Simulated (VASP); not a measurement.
Wanted: the native input for a VASP 6.6.1 run.

* Task: relaxation of cell and atoms
* Functional: PBE
* Potentials or basis: VASP PAW PBE potentials, release 64 (Al, Cu)
* Cutoff: 600 eV
* k mesh: 10 × 10 × 10
* Occupations: gaussian, width 0.1 eV
* Spin: no spin polarisation
* Target pressure: 50 GPa
* Dipole correction: no
* Further INCAR settings: ALGO = Fast; EDIFF = 1e-06; IBRION = 2; EDIFFG = -0.008; NSW = 70; ISIF = 3

The structure of Al2Cu lies in POSCAR:

```
Al2Cu
1.0
   -2.7857029189      2.7857029189      2.2429514761
    2.7857029189     -2.7857029189      2.2429514761
    2.7857029189      2.7857029189     -2.2429514761
Al Cu
4 2
Direct
    0.8427333521      0.6572666479      0.5000000000
    0.6572666479      0.1572666479      0.8145332957
    0.3427333521      0.8427333521      0.1854667043
    0.1572666479      0.3427333521      0.5000000000
    0.2500000000      0.2500000000      0.0000000000
    0.7500000000      0.7500000000      0.0000000000
```

The input as run:

INCAR

```
SYSTEM = Al2Cu
ALGO = Fast
EDIFF = 1E-6
EDIFFG = -0.008
ENCUT = 600
GGA = PE
IBRION = 2
ISIF = 3
ISMEAR = 0
LASPH = .TRUE.
LCHARG = .FALSE.
LREAL = .FALSE.
LWAVE = .FALSE.
NELM = 80
NSW = 70
PREC = Accurate
PSTRESS = 500.0
SIGMA = 0.1
```

KPOINTS

```
k-points
0
G
  10 10 10
  0 0 0
```

Potentials or basis: VASP PAW PBE potentials, release 64 (Al, Cu).

Launch:

```sh
$ cat potpaw_PBE.64/Al/POTCAR potpaw_PBE.64/Cu/POTCAR > POTCAR
$ mpirun -np 1 vasp_std > vasp.out
```

It gave:

```json
{
 "Relaxed volume": "11.35 Å³/atom",
 "Relaxed cell": "a = 4.500 Å, b = 4.500 Å, c = 4.500 Å, α = 104.16°, β = 104.16°, γ = 120.71°",
 "Space group after relaxing (to 0.05 Å)": "I4/mcm (No. 140)",
 "Energy change on relaxing (the enthalpy is what falls)": "+73.9 meV/atom",
 "Ionic steps": "13",
 "Pressure after relaxing": "50.1 GPa",
 "Band gap on the k mesh": "zero (band 17 reaches 14.35 eV, above the bottom of band 18 at 9.13 eV)"
}
```

Caveat: the cell is relaxed towards a set pressure, so the enthalpy falls and the energy may rise.

Wall time 12 min on 1 thread of AMD EPYC 9R45 96-Core Processor (Zen 5) (shared host), peak memory 0.3 GiB.
